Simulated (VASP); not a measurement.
Input of a VASP 6.6.1 run:

INCAR

```
ALGO     = Normal         # electronic algorithm
EDIFF    = 1E-6           # SCF threshold, eV
ENCUT    = 520            # plane-wave cutoff, eV
ISIF     = 2              # what is computed and relaxed
ISMEAR   = -1             # smearing method
LASPH    = T              # aspherical terms in the spheres
LCHARG   = F              # write CHGCAR
LREAL    = F              # projectors in reciprocal space
LWAVE    = F              # write WAVECAR
NBANDS   = 17             # bands
NELM     = 80             # most SCF steps
PREC     = Accurate       # precision mode
SIGMA    = 0.08           # smearing width, eV
```

Contents of KPOINTS:

```
k-points
0
Gamma
  12 12 12
```

Contents of POSCAR:

```
PbS
1.0
    0.0000000000      2.8630046099      2.8630046099
    2.8630046099      0.0000000000      2.8630046099
    2.8630046099      2.8630046099      0.0000000000
Pb S
1 1
Direct
    0.0000000000      0.0000000000      0.0000000000
    0.5000000000      0.5000000000      0.5000000000
```

Potentials or basis: VASP PAW LDA potentials, release 64 (Pb_d, S).

Launch:

```sh
$ cat potpaw_LDA.64/Pb_d/POTCAR potpaw_LDA.64/S/POTCAR > POTCAR
$ mpirun -np 1 vasp_std > vasp.out
```

(1) What does it give for the pressure?

(2) Predict the band gap on the k mesh.

Answers

(1) 4.7 GPa.

(2) 0.24 eV, direct.

Caveat: spin-orbit coupling is left out, which moves the levels of the heavy elements.
